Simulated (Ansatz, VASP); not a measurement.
**B: VASP beside Ansatz**

INCAR

```
PREC = Accurate
ENCUT = 520
EDIFF = 1E-6
ISMEAR = 0
SIGMA = 0.1
LREAL = False
LASPH = True
NELM = 100
ALGO = Normal
ISIF = 2
LWAVE = False
LCHARG = False
GGA = PE
NBANDS = 10
```

File KPOINTS:

```
regular mesh
0
Gamma
  10 6 4
```

The input POSCAR:

```
B
1.0
    1.6291818346      0.0000000000      0.0000000000
    0.0000000000      2.8578452425      0.0000000000
    0.0000000000      0.0000000000      3.7984410571
B
2
Direct
    0.0000000000      0.5000000000      0.6108510573
    0.5000000000      0.0000000000      0.3891489427
```

Input for Ansatz:

```yaml
crystal:
  lattice:
    - [1.6291818346, 0.0, 0.0]
    - [0.0, 2.8578452425, 0.0]
    - [0.0, 0.0, 3.7984410571]
  atoms:
    - { symbol: B, position: [0.0, 0.5, 0.6108510573] }
    - { symbol: B, position: [0.5, 0.0, 0.3891489427] }
basis:
  ecutwfc: 420
kpoints:
  mp_grid: { grid: [10, 6, 4] }
hamiltonian:
  xc: pbe
scf:
  occupations: { method: gaussian, width: 0.1 }
  lower_state_search: "off"
output:
  forces: true
  stress: true
  eigenvalues: true
```

Change from the starting cell: the structure that the rattled cell fell into.

Alike in both runs: task single point; functional PBE; k mesh 10 × 6 × 4; occupations gaussian, width 0.1 eV; no spin polarisation.

```csv
,VASP,Ansatz
version,VASP 6.6.1,Ansatz 0.2.0
potentials or method,"VASP PAW PBE potentials, release 64 (B), cutoff 520 eV","scalar-relativistic, plane waves, PAW"
valence electrons in the cell,6,6
```

Ansatz gave:

* gap on the k mesh at the Fermi level (eV): none
* pressure (GPa): 0.2
* traceless stress, the component that is largest in VASP (GPa): -3.02
* rms of the force components (eV/Å): 0.025

**Question.** What did VASP give for the same quantities?

**Answer.** gap on the k mesh at the Fermi level (eV): none; pressure (GPa): 0.2; traceless stress, the component that is largest in VASP (GPa): -2.98; rms of the force components (eV/Å): 0.024.

Atom by atom the forces differ by 0.001 eV/Å (rms over components). A gap of «none» marks a metal or a gap that the smearing closes.

The k mesh is coarse, so the values compare programs but aren't converged.
